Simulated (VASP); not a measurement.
# TiC (Fm-3m) in VASP: further runs, part 2 of 2

VASP 6.6.1. Earlier steps stand in the parts before.

## 3. Single point, revPBE+D3(BJ)

This run uses another cell than the first one, of 9.73 Å³/atom, 1.096 times its volume.

Contents of INCAR:

```
ALGO = Normal
EDIFF = 1E-6
ENCUT = 520
GGA = RE
ISIF = 2
ISMEAR = -5
IVDW = 12
LASPH = T
LCHARG = T
LELF = T
LREAL = F
LVHAR = T
LWAVE = F
NBANDS = 15
NELM = 80
PREC = Accurate
SIGMA = 0.05
```

Contents of KPOINTS:

```
k-points
0
Gamma
  11 11 11
```

Contents of POSCAR:

```
TiC
1.0
    0.0000000000      2.1349659386      2.1349659386
    2.1349659386      0.0000000000      2.1349659386
    2.1349659386      2.1349659386      0.0000000000
Ti C
1 1
Direct
    0.0000000000      0.0000000000      0.0000000000
    0.5000000000      0.5000000000      0.5000000000
```

Potentials or basis: VASP PAW PBE potentials, release 64 (Ti_sv, C).

The run is started by

```bash
$ cat potpaw_PBE.64/Ti_sv/POTCAR potpaw_PBE.64/C/POTCAR > POTCAR
$ mpirun -np 1 vasp_std > vasp.out
```

Wall time 32 s (1 thread of AMD EPYC 7R43 (Zen 3), shared host); peak memory 0.12 GiB.

Results (log left out):

```yaml
Free_energy: -19.6954 eV
Pressure: 0.2 GPa
Band_gap_on_the_k_mesh: zero (band 8 reaches 10.73 eV, above the bottom of band 9 at 9.60 eV)
Dispersion_energy_per_atom: -0.892 eV
```

Levels at points of the mesh, in eV from the Fermi level:
```tsv
k point	band 4	band 5	band 6	band 7	band 8	band 9	band 10	band 11	band 12	band 13
(0.00, 0.00, 0.00)	-32.56	-12.69	0.68	0.68	0.68	1.69	1.69	1.69	1.76	1.76
```

Caveat: the PAW data sets were made with another functional, which shifts forces and pressure a little; pairwise dispersion overbinds metals, which lowers pressure and volume; tetrahedron occupations give inexact forces and stress in metals.

## 4. Single point, PBE

This run uses another cell than the first one, of 10.16 Å³/atom, 1.144 times its volume.

Contents of INCAR:

```
ALGO     = Normal         # electronic algorithm
EDIFF    = 1E-6           # SCF threshold, eV
ENCUT    = 520            # plane-wave cutoff, eV
GGA      = PE             # functional
ISIF     = 2              # what is computed and relaxed
ISMEAR   = 0              # smearing method
LASPH    = T              # aspherical terms in the spheres
LCHARG   = F              # write CHGCAR
LREAL    = F              # projectors in reciprocal space
LWAVE    = F              # write WAVECAR
NBANDS   = 15             # bands
NELM     = 80             # most SCF steps
PREC     = Accurate       # precision mode
SIGMA    = 0.023          # smearing width, eV
```

KPOINTS is that of step 3.

Contents of POSCAR:

```
TiC
1.0
    0.0000000000      2.1657188437      2.1657188437
    2.1657188437      0.0000000000      2.1657188437
    2.1657188437      2.1657188437      0.0000000000
Ti C
1 1
Direct
    0.0000000000      0.0000000000      0.0000000000
    0.5000000000      0.5000000000      0.5000000000
```

The run is started by

```bash
$ cat potpaw_PBE.64/Ti_sv/POTCAR potpaw_PBE.64/C/POTCAR > POTCAR
$ mpirun -np 1 vasp_std > vasp.out
```

Run time: 29 s. Hardware: 1 thread of AMD EPYC 7R43 (Zen 3), shared host; peak memory 0.11 GiB.

The run converged. Its results:

```
Free energy            : -18.7089 eV
Pressure               : 0.5 GPa
Band gap on the k mesh : zero (band 8 reaches 10.10 eV, above the bottom of band 9 at 9.00 eV)
```

Levels at points of the mesh, in eV from the Fermi level:
| k point | band 5 | band 6 | band 7 | band 8 | band 9 | band 10 | band 11 | band 12 |
| --- | --- | --- | --- | --- | --- | --- | --- | --- |
| (0.00, 0.00, 0.00) | -12.54 | 0.55 | 0.55 | 0.55 | 1.54 | 1.54 | 1.54 | 1.57 |

## 5. Single point, PBE

This run uses another cell than the first one, of 10.16 Å³/atom, 1.144 times its volume.

Contents of INCAR:

```
SYSTEM = TiC
PREC = Accurate
ENCUT = 520
EDIFF = 1E-6
ISMEAR = 0
SIGMA = 0.012
LREAL = .FALSE.
LASPH = .TRUE.
NELM = 80
ALGO = Normal
ISIF = 2
LWAVE = .FALSE.
LCHARG = .FALSE.
GGA = PE
NBANDS = 15
```

Contents of KPOINTS:

```
Automatic mesh
0
G
  11 11 11
  0 0 0
```

POSCAR is that of step 4.

The run is started by

```bash
$ cat potpaw_PBE.64/Ti_sv/POTCAR potpaw_PBE.64/C/POTCAR > POTCAR
$ mpirun -np 1 vasp_std > vasp.out
```

Run time: 21 s. Hardware: 1 thread of AMD EPYC 7R43 (Zen 3), shared host; peak memory 0.11 GiB.

Results (log left out):

- Free energy: -18.7088 eV
- Pressure: 0.5 GPa
- Band gap on the k mesh: zero (band 8 reaches 10.10 eV, above the bottom of band 9 at 9.00 eV)

Levels at points of the mesh, in eV from the Fermi level:
| k point | band 6 | band 7 | band 8 | band 9 | band 10 | band 11 |
| --- | --- | --- | --- | --- | --- | --- |
| (0.00, 0.00, 0.00) | 0.54 | 0.54 | 0.54 | 1.53 | 1.53 | 1.53 |

## 6. Single point, PBE

This run uses another cell than the first one, of 10.17 Å³/atom, 1.145 times its volume.

Contents of INCAR:

```
PREC = Accurate ; ENCUT = 520
EDIFF = 1E-7 ; ISMEAR = -1
SIGMA = 0.05 ; LREAL = False
LASPH = True ; NELM = 100
ALGO = Normal ; ISIF = 2
LWAVE = False ; LCHARG = False
GGA = PE ; NBANDS = 15
```

Contents of KPOINTS:

```
regular mesh
0
Gamma
  11 11 11
```

Contents of POSCAR:

```
TiC
1.0
    0.0000000000      2.1663647245      2.1663647245
    2.1663647245      0.0000000000      2.1663647245
    2.1663647245      2.1663647245      0.0000000000
Ti C
1 1
Direct
    0.0000000000      0.0000000000      0.0000000000
    0.5000000000      0.5000000000      0.5000000000
```

Potentials or basis: VASP PAW PBE potentials, release 64 (Ti_sv, C).

The run is started by

```bash
$ cat potpaw_PBE.64/Ti_sv/POTCAR potpaw_PBE.64/C/POTCAR > POTCAR
$ mpirun -np 1 vasp_std > vasp.out
```

OUTCAR:

```text
PREC = Accurate
   ENCUT = 520
   EDIFF = 1E-7
   ISMEAR = -1
   LREAL = False
   LASPH = True
   NELM = 100
   ISIF = 2
   GGA = PE

 ion  position               nearest neighbor table
   1  0.000  0.000  0.000-   2 2.17   2 2.17   2 2.17   2 2.17   2 2.17   2 2.17
   2  0.500  0.500  0.500-   1 2.17   1 2.17   1 2.17   1 2.17   1 2.17   1 2.17

  LATTYP: Found a face centered cubic cell.
 ALAT       =     4.3327294490

  Lattice vectors:

 A1 = (   0.0000000000,   2.1663647245,   2.1663647245)
 A2 = (   2.1663647245,   0.0000000000,   2.1663647245)
[... 608 lines left out ...]
     11      12.9674      0.00000
     12      13.7536      0.00000
     13      16.6426      0.00000
     14      21.1752      0.00000
     15      22.8805      0.00000

 [... further k-points ...]
[... 5 lines left out ...]
  --------------------------------------------------------------------------------------
  -------------------------------------------------------------------------------------
  Total        0.0343943      0.0343943      0.0343943      0.0000000      0.0000000     -0.0000000
  in kB        2.7100161      2.7100161      2.7100161      0.0000000      0.0000000     -0.0000000
  external PRESSURE =       2.7100161 kB  Pullay stress =       0.0000000 kB

 VOLUME and BASIS-vectors are now :
 -----------------------------------------------------------------------------
  energy-cutoff  :      520.00
  volume of cell :       20.33
      direct lattice vectors                 reciprocal lattice vectors
     0.000000000  2.166364725  2.166364725    -0.230801395  0.230801395  0.230801395
     2.166364725  0.000000000  2.166364725     0.230801395 -0.230801395  0.230801395
     2.166364725  2.166364725  0.000000000     0.230801395  0.230801395 -0.230801395

 POSITION                                       TOTAL-FORCE (eV/Angst)
 -----------------------------------------------------------------------------------
      0.00000      0.00000      0.00000         0.000000     -0.000000     -0.000000
      2.16636      2.16636      2.16636         0.000000      0.000000      0.000000
 -----------------------------------------------------------------------------------
    total drift:                                0.000000     -0.000000     -0.000000

  FREE ENERGIE OF THE ION-ELECTRON SYSTEM (eV)
  ---------------------------------------------------
  free  energy   TOTEN  =       -18.7103983429 eV

  energy  without entropy=      -18.7080302983  energy(sigma->0) =      -18.70921432
```

stdout:

```text
POSCAR found type information on POSCAR TiC
 POSCAR found :  2 types and       2 ions
 scaLAPACK will be used
 LDA part: xc-table for (Slater+PW92), standard interpolation
 POSCAR, INCAR and KPOINTS ok, starting setup
 FFT: planning ... GRIDC
 FFT: planning ... GRID_SOFT
 FFT: planning ... GRID
 WAVECAR not read
 entering main loop
```

It took 26 s on 1 thread of AMD EPYC 7R43 (Zen 3), shared host; peak memory 0.11 GiB.

What came out:

```
Free energy            : -18.7104 eV
Pressure               : 0.3 GPa
Band gap on the k mesh : zero (band 8 reaches 10.09 eV, above the bottom of band 9 at 8.99 eV)
```

## 7. Overview

| level | cell | smearing | gap on the mesh (eV) | pressure (GPa) |
| --- | --- | --- | --- | --- |
| RPBE+D3(BJ) | a = 2.928 Å, angles 60.0°, 2 atoms | fermi-dirac 0.05 eV | none | -0.1 |
| revPBE+D3(BJ) | a = 3.019 Å, angles 60.0°, 2 atoms | tetrahedron | none | 0.2 |
| PBE | a = 3.063 Å, angles 60.0°, 2 atoms | gaussian 0.023 eV | none | 0.5 |
| PBE | a = 3.063 Å, angles 60.0°, 2 atoms | gaussian 0.012 eV | none | 0.5 |
| PBE | a = 3.064 Å, angles 60.0°, 2 atoms | fermi-dirac 0.05 eV | none | 0.3 |

Alike in all rows: task single point; potentials or basis VASP PAW PBE potentials, release 64 (Ti_sv, C); no spin polarisation; k mesh 11 × 11 × 11; cutoff (eV) 520.

Caveats: the PAW data sets were made with another functional, which shifts forces and pressure a little (some runs); pairwise dispersion overbinds metals, which lowers pressure and volume (some runs); tetrahedron occupations give inexact forces and stress in metals (some runs).

Absolute energies hang on the potentials; compare differences alone.
